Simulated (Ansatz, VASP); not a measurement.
Sn3IrO8 in VASP and in Ansatz

Contents of INCAR:

```
SYSTEM = Sn3IrO8
PREC = Accurate
ENCUT = 520
EDIFF = 1E-6
ISMEAR = 0
SIGMA = 0.05
LREAL = .False.
LASPH = .True.
NELM = 150
ALGO = Normal
ISIF = 2
LWAVE = .False.
LCHARG = .False.
ISPIN = 2
MAGMOM = 0.48 0 0 0 0.09 0 0.05 0.05 0.09 0 0.05 0.05
LORBIT = 11
LMAXMIX = 4
GGA = PS
NBANDS = 66
```

Contents of KPOINTS:

```
regular mesh
0
Gamma
  4 4 3
  0 0 0
```

POSCAR

```
Sn3IrO8
1.0
    4.7373500000      0.0000000000      0.0000000000
    0.0000000000      4.7373500000      0.0000000000
    0.0000000000      0.0000000000      6.3728000000
Ir Sn O
1 3 8
Direct
    1.0000000000      1.0000000000      0.0000000000
    1.0000000000      1.0000000000      0.5000000000
    0.5000000000      0.5000000000      0.2480852912
    0.5000000000      0.5000000000      0.7519147088
    0.2968981925      0.2968981925      0.0000000000
    0.3076883062      0.3076883062      0.5000000000
    0.1906566102      0.8093433898      0.2437520800
    0.1906566102      0.8093433898      0.7562479200
    0.7031018075      0.7031018075      0.0000000000
    0.6923116938      0.6923116938      0.5000000000
    0.8093433898      0.1906566102      0.2437520800
    0.8093433898      0.1906566102      0.7562479200
```

Input for Ansatz:

```yaml
crystal:
  lattice:
    - [4.73735, 0.0, 0.0]
    - [0.0, 4.73735, 0.0]
    - [0.0, 0.0, 6.3728]
  atoms:
    - { symbol: Ir, position: [1.0, 1.0, 0.0], spin: 4.0 }
    - { symbol: Sn, position: [1.0, 1.0, 0.5] }
    - { symbol: Sn, position: [0.5, 0.5, 0.2480852912] }
    - { symbol: Sn, position: [0.5, 0.5, 0.7519147088] }
    - { symbol: O, position: [0.2968981925, 0.2968981925, 0.0] }
    - { symbol: O, position: [0.3076883062, 0.3076883062, 0.5] }
    - { symbol: O, position: [0.1906566102, 0.8093433898, 0.24375208] }
    - { symbol: O, position: [0.1906566102, 0.8093433898, 0.75624792] }
    - { symbol: O, position: [0.7031018075, 0.7031018075, 0.0] }
    - { symbol: O, position: [0.6923116938, 0.6923116938, 0.5] }
    - { symbol: O, position: [0.8093433898, 0.1906566102, 0.24375208] }
    - { symbol: O, position: [0.8093433898, 0.1906566102, 0.75624792] }
basis:
  ecutwfc: 420
  ecutrho_ratio: 4
kpoints:
  mp_grid: { grid: [4, 4, 3] }
hamiltonian:
  xc: pbesol
  hubbard:
    sites:
      - { site: 0, l: d, u_eff: 0.0, starting_ns: [{ spin: up, occupation_matrix: s0up }, { spin: down, occupation_matrix: s0down }] }
    occupation_matrices:
      s0up:
        matrix:
          - [0.97, 0.0, 0.0, 0.0, 0.0]
          - [0.0, 0.97, 0.0, 0.0, 0.0]
          - [0.0, 0.0, 0.97, 0.0, 0.0]
          - [0.0, 0.0, 0.0, 0.97, 0.0]
          - [0.0, 0.0, 0.0, 0.0, 0.97]
      s0down:
        matrix:
          - [0.02609, -0.00913, -0.01141, 0.05555, 0.04946]
          - [-0.00913, 0.0337, 0.01712, -0.08333, -0.0742]
          - [-0.01141, 0.01712, 0.0414, -0.10416, -0.09275]
          - [0.05555, -0.08333, -0.10416, 0.52691, 0.45136]
          - [0.04946, -0.0742, -0.09275, 0.45136, 0.4219]
    ns_hold: until_converged
scf:
  occupations: { method: gaussian, width: 0.05 }
  lower_state_search: "off"
  max_iter: 150
output:
  forces: true
  stress: true
  eigenvalues: true
  populations: true
  hubbard: { sites: [{ site: 0, l: d }] }
magnetization:
  spin_polarized: true
```

Alike in both runs: task single point; functional PBEsol; k mesh 4 × 4 × 3; occupations gaussian, width 0.05 eV; collinear spin.

|  | VASP | Ansatz |
| --- | --- | --- |
| version | VASP 6.6.1 | Ansatz 0.2.0 |
| potentials or method | VASP PAW PBE potentials, release 64 (Ir, Sn_d, O), cutoff 520 eV | scalar-relativistic, plane waves, PAW |
| valence electrons in the cell | 99 | 107 |

Ansatz gave:

```
gap on the k mesh at the Fermi level (eV)                     : none
pressure (GPa)                                                : -1.2
traceless stress, the component that is largest in VASP (GPa) : 2.44
rms of the force components (eV/Å)                            : 0.063
net moment per atom (μB)                                      : 0.08
size of the moment on the site where the two differ most (μB) : 0.43
```

Question: Estimate VASP's values.

Answer: gap on the k mesh at the Fermi level (eV): none; pressure (GPa): -0.2; traceless stress, the component that is largest in VASP (GPa): 2.73; rms of the force components (eV/Å): 0.032; net moment per atom (μB): 0.08; size of the moment on the site where the two differ most (μB): 0.60.

VASP's potentials were made for PBE, not for PBEsol. Site moments also hang on the region over which each program counts them. Atom by atom the forces differ by 0.041 eV/Å (rms over components). A gap of «none» marks a metal or a gap that the smearing closes. VASP's potentials hold 99 valence electrons a cell and Ansatz's 107, so a difference there can come from the potentials and not from the codes. Ansatz's warnings: specified occupation not kept, symmetry narrowed by occupation matrices.

Neither program's run includes spin-orbit coupling.
